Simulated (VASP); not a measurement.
# Al2Ru (I4/mmm) in VASP: notebook, part 2 of 2

VASP 6.6.1.

## 4. Single point, PBEsol

INCAR reads:

```
SYSTEM = Al2Ru
ALGO     = Fast           ! electronic algorithm
EDIFF    = 1E-6           ! SCF threshold, eV
ENCUT    = 520            ! plane-wave cutoff, eV
GGA      = PS             ! functional
ISIF     = 2              ! what is computed and relaxed
ISMEAR   = 0              ! smearing method
LASPH    = .TRUE.         ! aspherical terms in the spheres
LCHARG   = .FALSE.        ! write CHGCAR
LREAL    = .FALSE.        ! projectors in reciprocal space
LWAVE    = .FALSE.        ! write WAVECAR
NBANDS   = 17             ! bands
NELM     = 80             ! most SCF steps
PREC     = Accurate       ! precision mode
SIGMA    = 0.01           ! smearing width, eV
```

KPOINTS reads:

```
k-points
0
G
  9 9 9
  0 0 0
```

POSCAR reads:

```
Al2Ru
1.0
   -1.5604216200      1.5604216200      4.2218055900
    1.5604216200     -1.5604216200      4.2218055900
    1.5604216200      1.5604216200     -4.2218055900
Al Ru
2 1
Direct
    0.6592021900      0.6592021900      0.0000000000
    0.3407978100      0.3407978100      0.0000000000
    0.0000000000      0.0000000000      0.0000000000
```

Potentials or basis: VASP PAW PBE potentials, release 64 (Al, Ru_pv).

Launch:

```
$ cat potpaw_PBE.64/Al/POTCAR potpaw_PBE.64/Ru_pv/POTCAR > POTCAR
$ mpirun -np 1 vasp_std > vasp.out
```

OUTCAR:

```text
SYSTEM = Al2Ru
   EDIFF = 1E-6
   ENCUT = 520
   GGA = PS
   ISIF = 2
   ISMEAR = 0
   LASPH = .TRUE.
   LREAL = .FALSE.
   NELM = 80
   PREC = Accurate

 ion  position               nearest neighbor table
   1  0.659  0.659  0.000-   3 2.58   3 2.58   3 2.58   3 2.58   2 2.69   2 2.69   2 2.69   2 2.69
                             2 2.69   3 2.88
   2  0.341  0.341  0.000-   3 2.58   3 2.58   3 2.58   3 2.58   1 2.69   1 2.69   1 2.69   1 2.69
                             1 2.69   3 2.88
   3  0.000  0.000  0.000-   1 2.58   1 2.58   1 2.58   2 2.58   1 2.58   2 2.58   2 2.58   2 2.58
                             1 2.88   2 2.88
[... 673 lines left out ...]
     17      19.1237      0.00000

 [... further k-points ...]
[... 5 lines left out ...]
  --------------------------------------------------------------------------------------
  -------------------------------------------------------------------------------------
  Total       -0.0242803     -0.0242803     -0.2331069      0.0000000     -0.0000000      0.0000000
  in kB       -0.9460667     -0.9460667     -9.0828796      0.0000000     -0.0000000      0.0000000
  external PRESSURE =      -3.6583377 kB  Pullay stress =       0.0000000 kB

 VOLUME and BASIS-vectors are now :
 -----------------------------------------------------------------------------
  energy-cutoff  :      520.00
  volume of cell :       41.12
      direct lattice vectors                 reciprocal lattice vectors
    -1.560421620  1.560421620  4.221805590     0.000000000  0.320426219  0.118432739
     1.560421620 -1.560421620  4.221805590     0.320426219  0.000000000  0.118432739
     1.560421620  1.560421620 -4.221805590     0.320426219  0.320426219  0.000000000

 POSITION                                       TOTAL-FORCE (eV/Angst)
 -----------------------------------------------------------------------------------
      0.00000      0.00000      5.56605        -0.000000     -0.000000     -0.054964
      0.00000      0.00000      2.87756         0.000000      0.000000      0.054964
      0.00000      0.00000      0.00000        -0.000000     -0.000000     -0.000000
 -----------------------------------------------------------------------------------
    total drift:                                0.000000     -0.000000      0.000000

  FREE ENERGIE OF THE ION-ELECTRON SYSTEM (eV)
  ---------------------------------------------------
  free  energy   TOTEN  =       -20.3304042939 eV

  energy  without entropy=      -20.3303423801  energy(sigma->0) =      -20.33037334
```

stdout:

```text
POSCAR found type information on POSCAR AlRu
 POSCAR found :  2 types and       3 ions
 scaLAPACK will be used
 -----------------------------------------------------------------------------
|                                                                             |
|                                                                             |
|     You enforced a specific xc type in the INCAR file but a different       |
|     I HOPE YOU KNOW WHAT YOU ARE DOING!                                     |
|                                                                             |
 -----------------------------------------------------------------------------

 LDA part: xc-table for (Slater+PW92), standard interpolation
 POSCAR, INCAR and KPOINTS ok, starting setup
 FFT: planning ... GRIDC
 FFT: planning ... GRID_SOFT
 FFT: planning ... GRID
 WAVECAR not read
 entering main loop
```

It took 34 s on 1 thread of Intel Xeon 6975P-C (Granite Rapids), shared host; peak memory 0.23 GiB.

What came out:

| Property | Result |
| --- | --- |
| Free energy | -20.3304 eV |
| Pressure | -0.4 GPa |
| Largest force | 0.055 eV/Å |
| Band gap on the k mesh | zero (band 10 reaches 10.69 eV, above the bottom of band 11 at 10.56 eV) |

Forces on the atoms (eV/Å):
```
Al   0.000  0.000 -0.055
Al   0.000  0.000  0.055
Ru   0.000  0.000  0.000
```

Caveat: the PAW data sets were made with another functional, which shifts forces and pressure a little.

## 5. Single point, PBEsol

INCAR reads:

```
SYSTEM = Al2Ru
PREC = Accurate
ENCUT = 520
EDIFF = 1E-6
ISMEAR = 0
SIGMA = 0.05
LREAL = .False.
LASPH = .True.
NELM = 60
ALGO = Fast
ISIF = 2
LWAVE = .False.
LCHARG = .False.
GGA = PS
NBANDS = 17
```

KPOINTS reads:

```
Automatic mesh
0
Gamma
  9 9 9
  0 0 0
```

POSCAR is that of step 4.

Potentials or basis: VASP PAW PBE potentials, release 64 (Al, Ru_pv).

Launch:

```
$ cat potpaw_PBE.64/Al/POTCAR potpaw_PBE.64/Ru_pv/POTCAR > POTCAR
$ mpirun -np 1 vasp_std > vasp.out
```

OUTCAR:

```text
SYSTEM = Al2Ru
   PREC = Accurate
   ENCUT = 520
   EDIFF = 1E-6
   ISMEAR = 0
   LREAL = .False.
   LASPH = .True.
   NELM = 60
   ISIF = 2
   GGA = PS

 ion  position               nearest neighbor table
   1  0.659  0.659  0.000-   3 2.58   3 2.58   3 2.58   3 2.58   2 2.69   2 2.69   2 2.69   2 2.69
                             2 2.69   3 2.88
   2  0.341  0.341  0.000-   3 2.58   3 2.58   3 2.58   3 2.58   1 2.69   1 2.69   1 2.69   1 2.69
                             1 2.69   3 2.88
   3  0.000  0.000  0.000-   1 2.58   1 2.58   1 2.58   2 2.58   1 2.58   2 2.58   2 2.58   2 2.58
                             1 2.88   2 2.88

  LATTYP: Found a body centered tetragonal cell.
 ALAT       =     3.1208432400
 C/A-ratio  =     2.7055544065

  Lattice vectors:

 A1 = (  -1.5604216200,   1.5604216200,   4.2218055900)
 A2 = (   1.5604216200,  -1.5604216200,   4.2218055900)
 A3 = (   1.5604216200,   1.5604216200,  -4.2218055900)

Analysis of symmetry for initial positions (statically):
=====================================================================
 Subroutine PRICEL returns:
 Original cell was already a primitive cell.

 Routine SETGRP: Setting up the symmetry group for a
 body centered tetragonal supercell.

 Subroutine GETGRP returns: Found 16 space group operations
 (whereof 16 operations were pure point group operations)
 out of a pool of 16 trial point group operations.

The static configuration has the point symmetry D_4h.

Analysis of symmetry for dynamics (positions and initial velocities):
=====================================================================
 Subroutine PRICEL returns:
 Original cell was already a primitive cell.

 Routine SETGRP: Setting up the symmetry group for a
 body centered tetragonal supercell.

 Subroutine GETGRP returns: Found 16 space group operations
 (whereof 16 operations were pure point group operations)
 out of a pool of 16 trial point group operations.

The dynamic configuration has the point symmetry D_4h.

 Subroutine INISYM returns: Found 16 space group operations
 (whereof 16 operations are pure point group operations),
[... 114 lines left out ...]
   EFERMI_NEDOS =   21; number of points for ismear=-14 and -15
   IALGO  =     68    algorithm
   IMIX   =      4    mixing-type and parameters
     AMIX     =   0.40;   BMIX     =  1.00
     AMIX_MAG =   1.60;   BMIX_MAG =  1.00
  volume/ion in A,a.u.               =      13.71        92.49
  Fermi-wavevector in a.u.,A,eV,Ry     =   1.287471  2.432967 22.552766  1.657582
  Thomas-Fermi vector in A             =   2.419483
   LORBIT       =      0    0 simple, 1 ext, 2 COOP (PROOUT), +10 PAW based schemes
   GGA     = PS    functional components
   LHFCALC =     F    Hartree Fock is set to
   AEXX    =    0.0000 exact exchange contribution
   IVDW    =     0    specifies the selected vdW correction
   LEPSILON=     F    determine dielectric tensor
   LRPA    =     F    only Hartree local field effects (RPA)
 non-spin polarized calculation
 RMM-DIIS sequential band-by-band and
 Gauss-broadening in eV      SIGMA  =   0.05
  energy-cutoff  :      520.00
  volume of cell :       41.12
 maximum number of plane-waves:      1126
   NGX = 17   NGY = 17   NGZ = 17

 number of electron      19.9999999 magnetization

 Free energy of the ion-electron system (eV)
  ---------------------------------------------------
  ext. energy  EPLUGINS =         0.00000000
  ---------------------------------------------------
  free energy    TOTEN  =       -20.33065426 eV

  energy without entropy =      -20.33032708  energy(sigma->0) =      -20.33049067

 E-fermi :  10.5576     XC(G=0): -12.0215

 val. band max:       10.1538334404   @ k =   0.3333   0.2222   0.1111
 cond. band min:      10.5583365094   @ k =  -0.4444  -0.4444   0.1111
 fundamental gap:      0.4045030690
 Fermi energy:        10.5575980723

 k-point     1 :       0.0000    0.0000    0.0000
  band No.  band energies     occupation
      1     -32.0480      2.00000
      2     -32.0480      2.00000
      3     -31.9703      2.00000
      4      -0.4001      2.00000
      5       5.0911      2.00000
      6       6.6962      2.00000
[... 457 lines left out ...]
      4       4.0834      2.00000
      5       5.2213      2.00000
      6       6.7879      2.00000
[... 9 lines left out ...]
     16      16.4941      0.00000
     17      19.1237      0.00000

 [... further k-points ...]
[... 5 lines left out ...]
  --------------------------------------------------------------------------------------
  -------------------------------------------------------------------------------------
  Total       -0.0261884     -0.0261884     -0.2350812      0.0000000      0.0000000     -0.0000000
  in kB       -1.0204151     -1.0204151     -9.1598061      0.0000000      0.0000000     -0.0000000
  external PRESSURE =      -3.7335455 kB  Pullay stress =       0.0000000 kB

 VOLUME and BASIS-vectors are now :
 -----------------------------------------------------------------------------
  energy-cutoff  :      520.00
  volume of cell :       41.12
      direct lattice vectors                 reciprocal lattice vectors
    -1.560421620  1.560421620  4.221805590     0.000000000  0.320426219  0.118432739
     1.560421620 -1.560421620  4.221805590     0.320426219  0.000000000  0.118432739
     1.560421620  1.560421620 -4.221805590     0.320426219  0.320426219  0.000000000

 POSITION                                       TOTAL-FORCE (eV/Angst)
 -----------------------------------------------------------------------------------
      0.00000      0.00000      5.56605        -0.000000     -0.000000     -0.054977
      0.00000      0.00000      2.87756         0.000000      0.000000      0.054977
      0.00000      0.00000      0.00000        -0.000000     -0.000000      0.000000
 -----------------------------------------------------------------------------------
    total drift:                                0.000000     -0.000000      0.000000

  FREE ENERGIE OF THE ION-ELECTRON SYSTEM (eV)
  ---------------------------------------------------
  free  energy   TOTEN  =       -20.3306542638 eV

  energy  without entropy=      -20.3303270838  energy(sigma->0) =      -20.33049067
```

OSZICAR:

```text
N       E                     dE             d eps       ncg     rms          rms(c)
DAV:   1     0.120160021789E+03    0.12016E+03   -0.10576E+04  2606   0.109E+03
DAV:   2    -0.188599246561E+02   -0.13902E+03   -0.13479E+03  2934   0.288E+02
DAV:   3    -0.212996562295E+02   -0.24397E+01   -0.24281E+01  3160   0.386E+01
DAV:   4    -0.213196940515E+02   -0.20038E-01   -0.20031E-01  2986   0.364E+00
DAV:   5    -0.213201361142E+02   -0.44206E-03   -0.44204E-03  3339   0.489E-01    0.137E+01
RMM:   6    -0.207004354338E+02    0.61970E+00   -0.41853E+00  2566   0.150E+01    0.360E+00
RMM:   7    -0.203869220538E+02    0.31351E+00   -0.57915E-01  2568   0.576E+00    0.269E+00
RMM:   8    -0.203344443804E+02    0.52478E-01   -0.75998E-02  2753   0.220E+00    0.535E-01
RMM:   9    -0.203308170489E+02    0.36273E-02   -0.66628E-03  2879   0.564E-01    0.208E-01
RMM:  10    -0.203306388298E+02    0.17822E-03   -0.89986E-04  3199   0.237E-01    0.739E-02
RMM:  11    -0.203306503836E+02   -0.11554E-04   -0.26609E-04  3285   0.108E-01    0.629E-02
RMM:  12    -0.203306569990E+02   -0.66154E-05   -0.63294E-05  3286   0.680E-02    0.371E-02
RMM:  13    -0.203306535512E+02    0.34478E-05   -0.28011E-05  3283   0.390E-02    0.180E-02
RMM:  14    -0.203306542638E+02   -0.71257E-06   -0.79340E-06  3085   0.162E-02
   1 F= -.20330654E+02 E0= -.20330491E+02  d E =-.327180E-03
```

It took 32 s on 1 thread of Intel Xeon 6975P-C (Granite Rapids), shared host; peak memory 0.23 GiB.

What came out:

```yaml
Free_energy: -20.3307 eV
Pressure: -0.4 GPa
Largest_force: 0.055 eV/Å
Band_gap_on_the_k_mesh: zero (band 10 reaches 10.69 eV, above the bottom of band 11 at 10.56 eV)
```

Forces on the atoms (eV/Å):
```
Al   0.000  0.000 -0.055
Al   0.000  0.000  0.055
Ru   0.000  0.000  0.000
```

Caveat: the PAW data sets were made with another functional, which shifts forces and pressure a little.

## 6. Summary

| k mesh | smearing | gap on the mesh (eV) | pressure (GPa) | largest force (eV/Å) |
| --- | --- | --- | --- | --- |
| 6 × 6 × 6 | gaussian 0.1 eV | 0.08 | -0.4 | 0.02 |
| 8 × 8 × 8 | gaussian 0.1 eV | none | -0.3 | 0.06 |
| 9 × 9 × 9 | gaussian 0.01 eV | none | -0.4 | 0.05 |
| 9 × 9 × 9 | gaussian 0.05 eV | none | -0.4 | 0.05 |

Alike in all rows: task single point; level PBEsol; potentials or basis VASP PAW PBE potentials, release 64 (Al, Ru_pv); no spin polarisation; cell as given; cutoff (eV) 520.

Caveats: some runs use coarse meshes; the PAW data sets were made with another functional, which shifts forces and pressure a little.

Total energies depend on the potentials used, so only differences within one code and one set of settings carry meaning.
